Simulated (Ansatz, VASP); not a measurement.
# Two plane-wave programs on Si4B

```
Si B
1.0
     4.11324    0.00000    0.00000
     0.00000    4.11324    0.00000
     0.00000    0.00000    4.11324
Si B
4 1
Direct
  0.00000 0.00000 0.00000
  0.50000 0.50000 0.00000
  0.50000 0.00000 0.50000
  0.00000 0.50000 0.50000
  0.50000 0.50000 0.50000
```

Change from the starting cell: species swapped into the Ni4N type (Pm-3m, No. 221).

Alike in both runs: task relaxation of cell and atoms; functional PBE; k mesh 10 × 10 × 10; occupations gaussian, width 0.1 eV; no spin polarisation.

|  | VASP | Ansatz |
| --- | --- | --- |
| version | VASP 6.6.1 | Ansatz 0.2.0 |
| potentials or method | VASP PAW PBE potentials, release 64 (Si, B), cutoff 600 eV | scalar-relativistic, plane waves, PAW |
| valence electrons in the cell | 19 | 19 |

|  | VASP | Ansatz | Ansatz less VASP |
| --- | --- | --- | --- |
| gap on the k mesh at the Fermi level, each at its own relaxed structure (eV) | none | none | - |
| relaxed volume (Å³/atom) | 14.05 | 14.05 | 0.000 |
| relaxed length of the cell vector where the two differ most in proportion (Å) | 4.126 | 4.126 | 0.0000 |

A gap of «none» marks a metal or a gap that the smearing closes.
